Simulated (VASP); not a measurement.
Input of a VASP 6.6.1 run:

INCAR

```
ALGO     = Normal         # electronic algorithm
EDIFF    = 1E-6           # SCF threshold, eV
ENCUT    = 520            # plane-wave cutoff, eV
GGA      = RP             # functional
ISIF     = 2              # what is computed and relaxed
ISMEAR   = -1             # smearing method
IVDW     = 12             # dispersion correction
LASPH    = T              # aspherical terms in the spheres
LCHARG   = F              # write CHGCAR
LREAL    = F              # projectors in reciprocal space
LWAVE    = F              # write WAVECAR
NBANDS   = 16             # bands
NELM     = 80             # most SCF steps
PREC     = Accurate       # precision mode
SIGMA    = 0.05           # smearing width, eV
```

File KPOINTS:

```
k-points
0
Gamma
  9 9 9
```

POSCAR

```
ZnS
1.0
    0.0000000000      2.6272030223      2.6272030223
    2.6272030223      0.0000000000      2.6272030223
    2.6272030223      2.6272030223      0.0000000000
Zn S
1 1
Direct
    0.7500000000      0.7500000000      0.7500000000
    0.0000000000      0.0000000000      0.0000000000
```

Potentials or basis: VASP PAW PBE potentials, release 64 (Zn, S).

The run is started by

```bash
$ cat potpaw_PBE.64/Zn/POTCAR potpaw_PBE.64/S/POTCAR > POTCAR
$ mpirun -np 1 vasp_std > vasp.out
```

Problem. Predict the band gap on the k mesh.

Solution. 2.65 eV, direct.

Problem. Estimate the pressure.

Solution. 0.1 GPa.

Problem. What does it give for the dispersion energy per atom?

Solution. -1.222 eV.

Caveat: the PAW data sets were made with another functional, which shifts forces and pressure a little.

**Experimental background.**

From “Electronic, vibrational, and thermodynamic properties of ZnS (zincblende and rocksalt structure)”, 2009, arxiv:0911.5022, for a bulk crystal of ZnS at 19 K: band gap 3.85 eV (direct).

A measured gap of ZnS is 3.85 eV (direct; 19 K; quoted in “Electronic, vibrational, and thermodynamic properties of ZnS (zincblende and rocksalt structure)”, 2009, arxiv:0911.5022); the calculated 2.65 eV misses it by -1.20 eV. The value is that of RPBE+D3(BJ), without temperature or zero-point motion. Semilocal functionals fall short of measured gaps as a rule.
